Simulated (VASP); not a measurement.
Set up this calculation in VASP 6.6.1, as the native input.

* Task: single point
* Functional: PBE
* Potentials or basis: VASP PAW PBE potentials, release 64 (Hf_pv, C)
* Cutoff: 520 eV
* k mesh: 20 × 20 × 20
* Occupations: gaussian, width 0.1 eV
* Spin: no spin polarisation
* Dipole correction: no
* Further INCAR settings: ALGO = Normal; EDIFF = 1e-07; NBANDS = 14

The structure of HfC lies in POSCAR:

```
HfC
1.0
    0.0000000000      2.3256690571      2.3256690571
    2.3256690571      0.0000000000      2.3256690571
    2.3256690571      2.3256690571      0.0000000000
Hf C
1 1
Direct
    0.5000000000      0.5000000000      0.5000000000
    0.0000000000      0.0000000000      0.0000000000
```

The input as run:

INCAR

```
PREC = Accurate ; ENCUT = 520
EDIFF = 1E-7 ; ISMEAR = 0
SIGMA = 0.1 ; LREAL = F
LASPH = T ; NELM = 100
ALGO = Normal ; ISIF = 2
LWAVE = F ; LCHARG = F
GGA = PE ; NBANDS = 14
```

KPOINTS

```
Automatic mesh
0
Gamma
  20 20 20
```

Potentials or basis: VASP PAW PBE potentials, release 64 (Hf_pv, C).

Command:

```console
$ cat potpaw_PBE.64/Hf_pv/POTCAR potpaw_PBE.64/C/POTCAR > POTCAR
$ mpirun -np 1 vasp_std > vasp.out
```

It gave:

```
Pressure               : -0.7 GPa
Band gap on the k mesh : zero (band 7 reaches 6.95 eV, above the bottom of band 8 at 5.52 eV)
```

Caveat: spin-orbit coupling is left out, which moves the levels of the heavy elements.

Run time: 26 s on 1 thread of Intel(R) Xeon(R) 6975P-C (Granite Rapids), with other jobs on the host, peak memory 0.21 GiB.
